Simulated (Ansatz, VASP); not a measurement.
# Two plane-wave programs on Nb

POSCAR

```
Nb
1.0
    0.0000000000      1.9458000000      2.2842000000
    1.9458000000      0.0000000000      2.2842000000
    1.9458000000      1.9458000000      0.0000000000
Nb
1
Direct
    0.0000000000      0.0000000000      0.0000000000
```

INCAR.step1

```
PREC = Accurate ; ENCUT = 520
ISMEAR = 0 ; SIGMA = 0.15
LREAL = False ; LASPH = True
NELM = 100 ; NBANDS = 12
GGA = PE ; ALGO = Normal
EDIFF = 1E-4 ; LWAVE = True
LCHARG = False
```

Contents of INCAR.step2:

```
PREC = Accurate ; ENCUT = 520
EDIFF = 1E-6 ; ISMEAR = 0
SIGMA = 0.15 ; LREAL = False
LASPH = True ; NELM = 100
ALGO = Normal ; ISIF = 2
LWAVE = False ; LCHARG = True
METAGGA = R2SCAN ; LMIXTAU = True
LELF = True ; LVHAR = True
NBANDS = 12 ; ISTART = 1
```

Contents of KPOINTS:

```
regular mesh
0
Gamma
  20 20 20
```

Input for Ansatz:

```yaml
crystal:
  lattice:
    - [0.0, 1.9458, 2.2842]
    - [1.9458, 0.0, 2.2842]
    - [1.9458, 1.9458, 0.0]
  atoms:
    - { symbol: Nb, position: [0.0, 0.0, 0.0] }
basis:
  ecutwfc: 500
kpoints:
  mp_grid: { grid: [20, 20, 20] }
hamiltonian:
  xc: r2scan
scf:
  occupations: { method: gaussian, width: 0.15 }
output:
  forces: true
  stress: true
  eigenvalues: true
```

Change from the starting cell: strain -0.080 along x and y, +0.080 along z, atoms carried along.

Alike in both runs: task single point; functional r2SCAN; k mesh 20 × 20 × 20; occupations gaussian, width 0.15 eV; no spin polarisation.

|  | VASP | Ansatz |
| --- | --- | --- |
| version | VASP 6.6.1 | Ansatz 0.2.0 |
| potentials or method | VASP PAW PBE potentials, release 64 (Nb_sv), cutoff 520 eV | scalar-relativistic, plane waves, PAW |
| valence electrons in the cell | 13 | 13 |

Ansatz gave:

| Property | Result |
| --- | --- |
| gap on the k mesh at the Fermi level (eV) | none |
| pressure (GPa) | 11.9 |
| traceless stress, the component that is largest in VASP (GPa) | 10.13 |

**Question.** What did VASP give for the same quantities?

**Answer.** gap on the k mesh at the Fermi level (eV): none; pressure (GPa): 11.7; traceless stress, the component that is largest in VASP (GPa): 10.08.

VASP's potentials were made for PBE, not for r2SCAN. A gap of «none» marks a metal or a gap that the smearing closes. With one functional, cell and mesh, what is left measures potentials, basis and numerics.
